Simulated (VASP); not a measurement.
# Ge: single point with LDA

The system is Ge.

```
Ge
1.0
     4.83130    2.78935    1.98253
    -4.83130    2.78935    1.98253
     0.00000   -5.57870    1.98253
Ge
8
Cartesian
  0.0000 0.0000 4.2587
  0.0000 0.0000 1.6889
  -3.3646 -0.8655 2.5507
  2.4318 -2.4811 2.5507
  0.9328 3.3466 2.5507
  3.3646 0.8655 3.3969
  -2.4318 2.4811 3.3969
  -0.9328 -3.3466 3.3969
```

| Item | Value |
| --- | --- |
| Program | VASP 6.6.1 |
| Task | single point |
| Functional | LDA |
| Potentials or basis | VASP PAW LDA potentials, release 64 (Ge_d) |
| Cutoff | 520 eV |
| k mesh | 9 × 9 × 9 |
| Occupations | gaussian, width 0.15 eV |
| Spin | no spin polarisation |
| Dipole correction | no |
| Further INCAR settings | ALGO = Fast; EDIFF = 1e-06; NBANDS = 66 |

The pressure is -0.1 GPa and the largest force is 0.301 eV/Å. The band gap on the k mesh is zero (bands 56 and 57 overlap by 0.49 eV).

Forces in eV/Å, atoms in the order of the input:
```
Ge   0.000  0.000 -0.301
Ge   0.000  0.000  0.301
Ge   0.004  0.211  0.011
Ge  -0.185 -0.102  0.011
Ge   0.181 -0.110  0.011
Ge  -0.004 -0.211 -0.011
Ge   0.185  0.102 -0.011
Ge  -0.181  0.110 -0.011
```

Stress tensor (GPa, compression positive):
```
 1.54  0.00  0.00
 0.00  1.54  0.00
 0.00  0.00 -3.34
```

Levels at points of the mesh, in eV from the Fermi level:
| k point | band 52 | band 53 | band 54 | band 55 | band 56 | band 57 | band 58 | band 59 | band 60 | band 61 |
| --- | --- | --- | --- | --- | --- | --- | --- | --- | --- | --- |
| (0.00, 0.00, 0.00) | -3.78 | -3.78 | -1.31 | -1.31 | -0.73 | 1.51 | 1.84 | 1.84 | 4.28 | 4.28 |

It took 53 min on 1 thread of Oxide Virtual Turin-like Processor (shared host), peak memory 0.82 GiB.

Caveat: semilocal functionals underestimate gaps, so a narrow gap can read as zero.
